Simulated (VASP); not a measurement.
# Sb (Pm-3m) in VASP: a series of runs

Runs on Sb. Level: r2SCAN. Tasks: single point.

All numbers are computed with VASP 6.6.1; they aren't measurements. Logs are shortened: lines on timing, memory, paths and dates and some standing lists are left out, and cuts for length are marked.

## (1) The cell of the first run

The structure is cubic, space group Pm-3m (No. 221). Conventional cell: a = 3.187 Å, b = 3.187 Å, c = 3.187 Å, α = 90.00°, β = 90.00°, γ = 90.00°. Within 4.2 Å of Sb (site symmetry m-3m) lie 6 Sb at 3.19 Å.

## (2) Single point, r2SCAN (volume scaled by 1.10)

The input, POSCAR:

```
Sb
1.0
    3.1871982694      0.0000000000      0.0000000000
    0.0000000000      3.1871982694      0.0000000000
    0.0000000000      0.0000000000      3.1871982694
Sb
1
Direct
    0.0000000000      0.0000000000      0.0000000000
```

The input, INCAR.step1:

```
SYSTEM = Sb
PREC = Accurate
ENCUT = 520
ISMEAR = 0
SIGMA = 0.1
LREAL = .FALSE.
LASPH = .TRUE.
NELM = 80
NBANDS = 8
GGA = PE
ALGO = Normal
EDIFF = 1E-4
LWAVE = .TRUE.
LCHARG = .FALSE.
```

The input, INCAR.step2:

```
SYSTEM = Sb
PREC = Accurate
ENCUT = 520
EDIFF = 1E-6
ISMEAR = 0
SIGMA = 0.1
LREAL = .FALSE.
LASPH = .TRUE.
NELM = 80
ALGO = Normal
ISIF = 2
LWAVE = .FALSE.
LCHARG = .FALSE.
METAGGA = R2SCAN
LMIXTAU = .TRUE.
NBANDS = 8
ISTART = 1
```

The input, KPOINTS:

```
regular mesh
0
G
  14 14 14
  0 0 0
```

Potentials or basis: VASP PAW PBE potentials, release 64 (Sb).

Launch:

```
cat potpaw_PBE.64/Sb/POTCAR > POTCAR
cp INCAR.step1 INCAR
mpirun -np 1 vasp_std > vasp.out
cp INCAR.step2 INCAR
mpirun -np 1 vasp_std > vasp.out
```

OUTCAR:

```text
SYSTEM = Sb
   PREC = Accurate
   ENCUT = 520
   EDIFF = 1E-6
   ISMEAR = 0
   LREAL = .FALSE.
   LASPH = .TRUE.
   NELM = 80
   ISIF = 2
   METAGGA = R2SCAN
   ISTART = 1

 ion  position               nearest neighbor table
   1  0.000  0.000  0.000-

  LATTYP: Found a simple cubic cell.
 ALAT       =     3.1871982694

  Lattice vectors:

 A1 = (   3.1871982694,   0.0000000000,   0.0000000000)
 A2 = (   0.0000000000,   3.1871982694,   0.0000000000)
 A3 = (   0.0000000000,   0.0000000000,   3.1871982694)

Analysis of symmetry for initial positions (statically):
=====================================================================
 Subroutine PRICEL returns:
 Original cell was already a primitive cell.

 Routine SETGRP: Setting up the symmetry group for a
 simple cubic supercell.

 Subroutine GETGRP returns: Found 48 space group operations
 (whereof 48 operations were pure point group operations)
 out of a pool of 48 trial point group operations.

The static configuration has the point symmetry O_h .

Analysis of symmetry for dynamics (positions and initial velocities):
=====================================================================
 Subroutine PRICEL returns:
 Original cell was already a primitive cell.

 Routine SETGRP: Setting up the symmetry group for a
 simple cubic supercell.

 Subroutine GETGRP returns: Found 48 space group operations
 (whereof 48 operations were pure point group operations)
 out of a pool of 48 trial point group operations.

The dynamic configuration has the point symmetry O_h .

 Subroutine INISYM returns: Found 48 space group operations
 (whereof 48 operations are pure point group operations),
 and found     1 'primitive' translations

----------------------------------------------------------------------------------------

                                     Primitive cell

  volume of cell :      32.3763

  direct lattice vectors                    reciprocal lattice vectors
     3.187198269  0.000000000  0.000000000     0.313755190  0.000000000  0.000000000
     0.000000000  3.187198269  0.000000000     0.000000000  0.313755190  0.000000000
     0.000000000  0.000000000  3.187198269     0.000000000  0.000000000  0.313755190

  length of vectors
     3.187198269  3.187198269  3.187198269     0.313755190  0.313755190  0.313755190

  position of ions in fractional coordinates (direct lattice)
     0.000000000  0.000000000  0.000000000

  ion indices of the primitive-cell ions
   primitive index   ion index
                 1           1

----------------------------------------------------------------------------------------

 KPOINTS: regular mesh

Automatic generation of k-mesh.
 Grid dimensions read from file:
 generate k-points for:   14   14   14

 Generating k-lattice:

  Cartesian coordinates                     Fractional coordinates (reciprocal lattice)
     0.022411085  0.000000000  0.000000000     0.071428571  0.000000000  0.000000000
     0.000000000  0.022411085  0.000000000     0.000000000  0.071428571  0.000000000
     0.000000000  0.000000000  0.022411085     0.000000000  0.000000000  0.071428571

  Length of vectors
     0.022411085  0.022411085  0.022411085

  Shift w.r.t. Gamma in fractional coordinates (k-lattice)
     0.000000000  0.000000000  0.000000000

 Subroutine IBZKPT returns following result:
 ===========================================

 Found    120 irreducible k-points:

 Following reciprocal coordinates:
            Coordinates               Weight
  0.000000  0.000000  0.000000      1.000000
  0.071429  0.000000  0.000000      6.000000
  0.142857  0.000000  0.000000      6.000000
  0.214286  0.000000  0.000000      6.000000
  0.285714  0.000000  0.000000      6.000000
  0.357143  0.000000  0.000000      6.000000
[... 16 lines left out ...]
  0.285714  0.214286  0.000000     24.000000
  0.357143  0.214286  0.000000     24.000000
 [... further k-points ...]
   k-points           NKPTS =    120   k-points in BZ     NKDIM =    120   number of bands    NBANDS=      8
   number of dos      NEDOS =    301   number of ions     NIONS =      1
   total plane-waves  NPLWV =  13824
   dimension x,y,z NGX =    24 NGY =   24 NGZ =   24
   dimension x,y,z NGXF=    48 NGYF=   48 NGZF=   48
   ions per type =               1
   NGX,Y,Z   is equivalent  to a cutoff of  12.52, 12.52, 12.52 a.u.
   NGXF,Y,Z  is equivalent  to a cutoff of  25.04, 25.04, 25.04 a.u.
 SYSTEM =  Sb
   PREC   = accura    normal or accurate (medium, high low for compatibility)
   ISTART =      1    job   : 0-new  1-cont  2-samecut
   ICHARG =      0    charge: 1-file 2-atom 10-const
   ISPIN  =      1    spin polarized calculation?
   LNONCOLLINEAR =      F non collinear calculations
   LSORBIT =      F    spin-orbit coupling
   LASPH  =      T    aspherical Exc in radial PAW
   ENCUT  =  520.0 eV  38.22 Ry    6.18 a.u.   5.93  5.93  5.93*2*pi/ulx,y,z
   NELM   =     80;   NELMIN=  2; NELMDL=  0     # of ELM steps
   EDIFF  = 0.1E-05   stopping-criterion for ELM
   LREAL  =      F    real-space projection
   EDIFFG = 0.1E-04   stopping-criterion for IOM
   NSW    =      0    number of steps for IOM
   IBRION =     -1    ionic relax: 0-MD 1-quasi-New 2-CG
   NFREE  =      0    steps in history (QN), initial steepest desc. (CG)
   ISIF   =      2    stress and relaxation
   ISYM   =      2    0-nonsym 1-usesym 2-fastsym
   POTIM  = 0.5000    time-step for ionic-motion
   TEBEG  =    0.0;   TEEND  =   0.0 temperature during run
   PSTRESS=    0.0 pullay stress
   NELECT =       5.0000    total number of electrons
   NUPDOWN=      -1.0000    fix difference up-down
   EMIN   =  10.00;   EMAX   =-10.00  energy-range for DOS
   EFERMI =   0.00;   METHOD = LEGACY
   ISMEAR =     0;   SIGMA  =   0.10  broadening in eV -4-tet -1-fermi 0-gaus
   EFERMI_NEDOS =   21; number of points for ismear=-14 and -15
   IALGO  =     38    algorithm
   IMIX   =      4    mixing-type and parameters
     AMIX     =   0.40;   BMIX     =  1.00
     AMIX_MAG =   1.60;   BMIX_MAG =  1.00
  volume/ion in A,a.u.               =      32.38       218.49
  Fermi-wavevector in a.u.,A,eV,Ry     =   0.878326  1.659796 10.496304  0.771457
  Thomas-Fermi vector in A             =   1.998397
   LORBIT       =      0    0 simple, 1 ext, 2 COOP (PROOUT), +10 PAW based schemes
   METAGGA = R2SCAN    functional components
   LHFCALC =     F    Hartree Fock is set to
   AEXX    =    0.0000 exact exchange contribution
   IVDW    =     0    specifies the selected vdW correction
   LEPSILON=     F    determine dielectric tensor
   LRPA    =     F    only Hartree local field effects (RPA)
 non-spin polarized calculation
 Gauss-broadening in eV      SIGMA  =   0.10
  energy-cutoff  :      520.00
  volume of cell :       32.38
 maximum number of plane-waves:       912
 NGX is ok and might be reduce to    24
   NGX = 11   NGY = 11   NGZ = 11

 number of electron       5.0000001 magnetization

 Free energy of the ion-electron system (eV)
  ---------------------------------------------------
  ext. energy  EPLUGINS =         0.00000000
  ---------------------------------------------------
  free energy    TOTEN  =       -25.59960157 eV

  energy without entropy =      -25.59682568  energy(sigma->0) =      -25.59821363

 E-fermi :   5.9799     XC(G=0):  -9.7442

 val. band max:        5.9205481208   @ k =   0.4286   0.2857   0.2857
 cond. band min:       5.9851290519   @ k =   0.5000   0.2857   0.2143
 fundamental gap:      0.0645809311
 Fermi energy:         5.9799459532

 k-point     1 :       0.0000    0.0000    0.0000
  band No.  band energies     occupation
      1      -6.2922      2.00000
      2       9.2776      0.00000
      3       9.2776      0.00000
      4       9.2776      0.00000
      5      13.2379      0.00000
      6      13.2379      0.00000
      7      14.6613      0.00000
      8      24.0361      0.00000

 k-point     2 :       0.0714    0.0000    0.0000
  band No.  band energies     occupation
      1      -6.2205      2.00000
      2       8.3903      0.00000
      3       9.3468      0.00000
      4       9.3468      0.00000
      5      13.2963      0.00000
      6      13.8167      0.00000
      7      15.1389      0.00000
      8      23.3420      0.00000

 k-point     3 :       0.1429    0.0000    0.0000
  band No.  band energies     occupation
      1      -6.0079      2.00000
      2       6.7344      0.00000
      3       9.5489      0.00000
      4       9.5489      0.00000
      5      13.4702      0.00000
      6      14.3126      0.00000
      7      16.7940      0.00000
      8      22.1223      0.00000

 k-point     4 :       0.2143    0.0000    0.0000
  band No.  band energies     occupation
      1      -5.6631      2.00000
      2       5.0217      2.00000
      3       9.8660      0.00000
      4       9.8660      0.00000
      5      13.7538      0.00000
      6      14.7058      0.00000
      7      18.8617      0.00000
      8      20.8659      0.00000

 k-point     5 :       0.2857    0.0000    0.0000
  band No.  band energies     occupation
      1      -5.2073      2.00000
      2       3.4413      2.00000
      3      10.2629      0.00000
      4      10.2629      0.00000
      5      14.1333      0.00000
      6      15.1886      0.00000
      7      19.7016      0.00000
      8      19.7016      0.00000
[... 177 lines left out ...]
 k-point    22 :       0.2143    0.2143    0.0000
  band No.  band energies     occupation
      1      -5.0318      2.00000
      2       5.4166      2.00000
      3       5.8339      1.96117
      4      10.4581      0.00000
      5      14.6795      0.00000
      6      16.2029      0.00000
      7      19.0020      0.00000
      8      20.0470      0.00000

 k-point    23 :       0.2857    0.2143    0.0000
  band No.  band energies     occupation
      1      -4.5735      2.00000
      2       4.0175      2.00000
      3       6.0682      0.21209
      4      10.8573      0.00000
      5      14.4923      0.00000
      6      15.5101      0.00000
      7      19.7043      0.00000
      8      20.1665      0.00000

 k-point    24 :       0.3571    0.2143    0.0000
  band No.  band energies     occupation
      1      -4.0516      2.00000
      2       2.6790      2.00000
      3       6.5122      0.00000
      4      11.2743      0.00000
      5      13.5240      0.00000
      6      15.8785      0.00000
      7      19.2059      0.00000
      8      19.5534      0.00000

 [... further k-points ...]
[... 5 lines left out ...]
  --------------------------------------------------------------------------------------
  -------------------------------------------------------------------------------------
  Total       -0.9298695     -0.9298695     -0.9298695      0.0000000     -0.0000000      0.0000000
  in kB      -46.0156263    -46.0156263    -46.0156263      0.0000000     -0.0000000      0.0000000
  external PRESSURE =     -46.0156263 kB  Pullay stress =       0.0000000 kB

 VOLUME and BASIS-vectors are now :
 -----------------------------------------------------------------------------
  energy-cutoff  :      520.00
  volume of cell :       32.38
      direct lattice vectors                 reciprocal lattice vectors
     3.187198269  0.000000000  0.000000000     0.313755190  0.000000000  0.000000000
     0.000000000  3.187198269  0.000000000     0.000000000  0.313755190  0.000000000
     0.000000000  0.000000000  3.187198269     0.000000000  0.000000000  0.313755190

 POSITION                                       TOTAL-FORCE (eV/Angst)
 -----------------------------------------------------------------------------------
      0.00000      0.00000      0.00000         0.000000      0.000000      0.000000
 -----------------------------------------------------------------------------------
    total drift:                                0.000000     -0.000000      0.000000

  FREE ENERGIE OF THE ION-ELECTRON SYSTEM (eV)
  ---------------------------------------------------
  free  energy   TOTEN  =       -25.5996015750 eV

  energy  without entropy=      -25.5968256808  energy(sigma->0) =      -25.59821363
```

Run time: 19 s. Hardware: 1 thread of Intel Xeon 6975P-C (Granite Rapids), shared host; peak memory 0.16 GiB.

What came out:

```
Free energy : -25.5996 eV
Pressure    : -4.6 GPa
```

Levels at points of the mesh, in eV from the Fermi level:
```
           k point  band 1  band 2  band 3  band 4  band 5
(0.00, 0.00, 0.00)  -12.27    3.30    3.30    3.30    7.26
(0.50, 0.00, 0.00)  -10.00   -5.22    5.16    5.16    9.20
(0.50, 0.50, 0.00)   -7.58   -3.34   -3.34    2.86    7.04
(0.50, 0.50, 0.50)   -4.87   -1.56   -1.56   -1.56    5.38
```

Caveat: the PAW data sets were made with another functional, which shifts forces and pressure a little; spin-orbit coupling is left out, which moves the levels of the heavy elements.

(Part 1 of 3 ends here.)
